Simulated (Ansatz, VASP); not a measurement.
# CdO in VASP and in Ansatz

Contents of INCAR:

```
PREC = Accurate
ENCUT = 600
EDIFF = 1E-6
ISMEAR = -1
SIGMA = 0.0012
LREAL = F
LASPH = T
NELM = 120
ALGO = Normal
ISIF = 2
LWAVE = F
LCHARG = F
GGA = PE
NBANDS = 16
GGA_COMPAT = F
```

KPOINTS

```
Automatic mesh
0
Gamma
  6 6 6
```

Contents of POSCAR:

```
CdO
1.0
    0.0000000000      2.3609927699      2.3609927699
    2.3609927699      0.0000000000      2.3609927699
    2.3609927699      2.3609927699      0.0000000000
Cd O
1 1
Direct
    0.0000000000      0.0000000000      0.0000000000
    0.5000000000      0.5000000000      0.5000000000
```

Input for Ansatz:

```yaml
crystal:
  lattice:
    - [0.0, 2.3609927699, 2.3609927699]
    - [2.3609927699, 0.0, 2.3609927699]
    - [2.3609927699, 2.3609927699, 0.0]
  atoms:
    - { symbol: Cd, position: [0.0, 0.0, 0.0] }
    - { symbol: O, position: [0.5, 0.5, 0.5] }
basis:
  ecutwfc: 420
kpoints:
  mp_grid: { grid: [6, 6, 6] }
hamiltonian:
  xc: pbe
scf:
  occupations: { method: fermi_dirac, width: 0.0012 }
  max_iter: 56
output:
  forces: true
  stress: true
  eigenvalues: true
```

Alike in both runs: task single point; functional PBE; k mesh 6 × 6 × 6; occupations fermi-dirac, width 0.0012 eV; no spin polarisation.

|  | VASP | Ansatz |
| --- | --- | --- |
| version | VASP 6.6.1 | Ansatz 0.2.0 |
| potentials or method | VASP PAW PBE potentials, release 64 (Cd, O), cutoff 600 eV | scalar-relativistic, plane waves, PAW |
| valence electrons in the cell | 18 | 26 |

|  | VASP | Ansatz | Ansatz less VASP |
| --- | --- | --- | --- |
| gap on the k mesh at the Fermi level (eV) | none | none | - |
| pressure (GPa) | 5.1 | 3.9 | -1.16 |

A gap of «none» marks a metal or a gap that the smearing closes. VASP's potentials hold 18 valence electrons a cell and Ansatz's 26, so a difference there can come from the potentials and not from the codes.

The k mesh is coarse, so the values compare programs but aren't converged.
